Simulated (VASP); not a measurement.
Set up this calculation in VASP 6.6.1, as the native input.

- Task: single point
- Functional: PBEsol
- Potentials or basis: VASP PAW PBE potentials, release 64 (Au, Zn)
- Cutoff: 520 eV
- k mesh: 8 × 8 × 8
- Occupations: fermi-dirac, width 0.05 eV
- Spin: no spin polarisation
- Dipole correction: no
- Further INCAR settings: ALGO = Normal; EDIFF = 1e-06; NBANDS = 18

The structure of ZnAu lies in POSCAR:

```
ZnAu
1.0
    3.1884126438      0.0000000000      0.0000000000
    0.0000000000      3.1884126438      0.0000000000
    0.0000000000      0.0000000000      3.1884126438
Au Zn
1 1
Direct
    0.0000000000      0.0000000000      0.0000000000
    0.5000000000      0.5000000000      0.5000000000
```

These files were run (other wordings do the same):

INCAR

```
ALGO = Normal ; EDIFF = 1E-6
ENCUT = 520 ; GGA = PS
ISIF = 2 ; ISMEAR = -1
LASPH = T ; LCHARG = F
LREAL = F ; LWAVE = F
NBANDS = 18 ; NELM = 80
PREC = Accurate ; SIGMA = 0.05
```

KPOINTS

```
k-points
0
Gamma
  8 8 8
```

Potentials or basis: VASP PAW PBE potentials, release 64 (Au, Zn).

Command:

```sh
$ cat potpaw_PBE.64/Au/POTCAR potpaw_PBE.64/Zn/POTCAR > POTCAR
$ mpirun -np 1 vasp_std > vasp.out
```

It gave:

```
Pressure               : -6.7 GPa
Band gap on the k mesh : zero (an odd number of electrons rules out a gap without spin polarisation)
```

Caveat: the cell stands under tension; the PAW data sets were made with another functional, which shifts forces and pressure a little; spin-orbit coupling is left out, which moves the levels of the heavy elements.

Run time: 5 s on 1 thread of Intel(R) Xeon(R) 6975P-C (Granite Rapids) (shared host), peak memory 0.15 GiB.
